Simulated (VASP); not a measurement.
Crystal: Mo.

```
Mo
1.0
    -1.56500    1.56500    1.56500
     1.56500   -1.56500    1.56500
     1.56500    1.56500   -1.56500
Mo
1
Direct
  0.00000 0.00000 0.00000
```

Base run:

* Program: VASP 6.6.1
* Functional: PBE
* Potentials or basis: VASP PAW PBE potentials, release 64 (Mo_sv)
* Cutoff: 500 eV
* k mesh: 11 × 11 × 11
* Occupations: fermi-dirac, width 0.05 eV
* Spin: no spin polarisation

Its results: band gap on the k mesh zero (band 7 reaches 16.48 eV, above the bottom of band 8 at 11.51 eV); pressure 8.8 GPa.

**Question.** The run is repeated on the same cell with these changes: functional from PBE to PBEsol. What comes out?

**Answer.** Band gap on the k mesh zero (band 7 reaches 16.37 eV, above the bottom of band 8 at 11.38 eV); pressure 0.6 GPa.

PBEsol binds more tightly than PBE, so the same cell stands under less pressure.

Caveats: the PAW data sets were made with another functional, which shifts forces and pressure a little (some runs).
